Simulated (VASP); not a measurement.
Runs of VASP 6.6.1 on Li5Be. The structure is that of space group P-62m (No. 189), or close to it. The cells are those of the table. 

| task | cell | k mesh | cutoff (eV) | gap on the mesh (eV) | pressure (GPa) | relaxed volume (Å³/atom) |
| --- | --- | --- | --- | --- | --- | --- |
| single point | a = 4.929, b = 4.929, c = 4.604 Å, angles 90.0, 90.0, 120.0°, 6 atoms | 12 × 12 × 8 | 520 | none | - | - |
| relaxation of cell and atoms | relaxed from a = 4.725, b = 4.725, c = 4.377 Å, angles 90.0, 90.0, 120.0°, 6 atoms | 12 × 12 × 8 | 600 | none | 0.0 | 16.09 |
| relaxation of cell and atoms | relaxed from a = 4.929, b = 4.929, c = 4.604 Å, angles 90.0, 90.0, 120.0°, 6 atoms | 12 × 12 × 8 | 600 | none | -0.1 | (a) |
| single point | a = 4.725, b = 4.725, c = 4.377 Å, angles 90.0, 90.0, 120.0°, 6 atoms | 6 × 6 × 4 | 520 | none | - | - |

Alike in all rows: level PBE; potentials or basis VASP PAW PBE potentials, release 64 (Li_sv, Be); no spin polarisation; smearing gaussian 0.1 eV.

Fill in the values left out.

(a) 16.12.

Caveats: the cutoff is under 1.25 times the usual one of these potentials, so pressure, stress and relaxed cells hold a basis-set (Pulay) error.

A gap of «none» marks levels without a gap at the run's occupations.
